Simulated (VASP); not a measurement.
Set up this calculation in VASP 6.6.1, as the native input.

```
Task                   : single point
Functional             : RPBE
Potentials or basis    : VASP PAW PBE potentials, release 64 (Si, C)
Cutoff                 : 600 eV
k mesh                 : 10 × 10 × 10
Occupations            : tetrahedron
Spin                   : no spin polarisation
Dipole correction      : no
Further INCAR settings : ALGO = Normal; EDIFF = 1e-06; NBANDS = 18
```

The structure of Si3C2 lies in POSCAR:

```
Si3C2
1.0
    3.9688923547      0.0000000000      0.0000000000
    0.0000000000      3.9688923547      0.0000000000
    0.0000000000      0.0000000000      3.9688923547
Si C
3 2
Direct
    0.0000000000      0.5000000000      0.5000000000
    0.5000000000      0.0000000000      0.5000000000
    0.5000000000      0.5000000000      0.0000000000
    0.5000000000      0.5000000000      0.5000000000
    0.0000000000      0.0000000000      0.0000000000
```

The input as run:

INCAR

```
PREC = Accurate
ENCUT = 600
EDIFF = 1E-6
ISMEAR = -4
SIGMA = 0.1
LREAL = F
LASPH = T
NELM = 120
ALGO = Normal
ISIF = 2
LWAVE = F
LCHARG = T
GGA = RP
LELF = T
LVHAR = T
NBANDS = 18
GGA_COMPAT = F
```

KPOINTS

```
Automatic mesh
0
Gamma
  10 10 10
```

Potentials or basis: VASP PAW PBE potentials, release 64 (Si, C).

Launch:

```console
$ cat potpaw_PBE.64/Si/POTCAR potpaw_PBE.64/C/POTCAR > POTCAR
$ mpirun -np 1 vasp_std > vasp.out
```

It gave:

```
Pressure               : 1.5 GPa
Band gap on the k mesh : zero (band 10 reaches 10.76 eV, above the bottom of band 11 at 7.28 eV)
```

Caveat: the PAW data sets were made with another functional, which shifts forces and pressure a little.

Run time: 39 s on 1 thread of AMD EPYC 7R43 64-Core Processor (Zen 3), on a shared host, peak memory 0.17 GiB.
